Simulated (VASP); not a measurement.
TiSi2:

```
CELL_PARAMETERS angstrom
0.00000 4.11752 4.26290
2.38951 0.00000 4.26290
2.38951 4.11752 0.00000
ATOMIC_POSITIONS crystal
Ti 0.75000 0.75000 0.75000
Ti 0.50000 0.50000 0.50000
Si 0.41257 0.08743 0.41257
Si 0.08743 0.41257 0.08743
Si 0.16257 0.83743 0.16257
Si 0.83743 0.16257 0.83743
```

* Program: VASP 6.6.1
* Task: relaxation of cell and atoms
* Functional: PBEsol
* Potentials or basis: VASP PAW PBE potentials, release 64 (Ti_sv, Si)
* Cutoff: 600 eV
* k mesh: 7 × 7 × 7
* Occupations: fermi-dirac, width 0.05 eV
* Spin: no spin polarisation
* Hubbard terms: Ti d U = 6.0 eV

At the start: pressure 5.8 GPa; volume 13.98 Å³/atom.

Where does the relaxation end?

Over 11 steps the energy falls by 10.9 meV/atom and the volume is 14.51 Å³/atom (+3.8 %); space group Fddd (No. 70, to 0.1 Å) before and after.

Step by step:
```
step  energy change (eV)  largest force (eV/Å)  pressure (GPa)  volume (Å³)
   1              0.0000                0.1560            5.77        83.88
   2             -0.0069                0.1392           -4.88        90.15
   3             -0.0578                0.1462           -0.10        87.03
   4             -0.0578                0.1464            0.01        86.97
   5             -0.0614                0.1067            0.00        87.03
   6             -0.0634                0.0545            0.00        87.12
   7             -0.0653                0.0199           -0.13        87.16
   8             -0.0654                0.0068           -0.17        87.17
   9             -0.0655                0.0031            0.24        86.94
  10             -0.0656                0.0018            0.05        87.05
  11             -0.0656                0.0021            0.03        87.05
```

Final structure:
```
Ti Si
1.0
     0.00000    4.15954    4.32114
     2.42159    0.00000    4.32114
     2.42159    4.15954    0.00000
Ti Si
2 4
Cartesian
  3.6324 6.2393 6.4817
  2.4216 4.1595 4.3211
  1.2108 3.4032 2.1606
  1.2108 0.7563 2.1606
  2.4216 1.3234 4.3211
  2.4216 6.9956 4.3211
```

Caveat: the PAW data sets were made with another functional, which shifts forces and pressure a little; U without spin polarisation on a metal has little footing; the U is typed as a test and isn't derived for this compound.
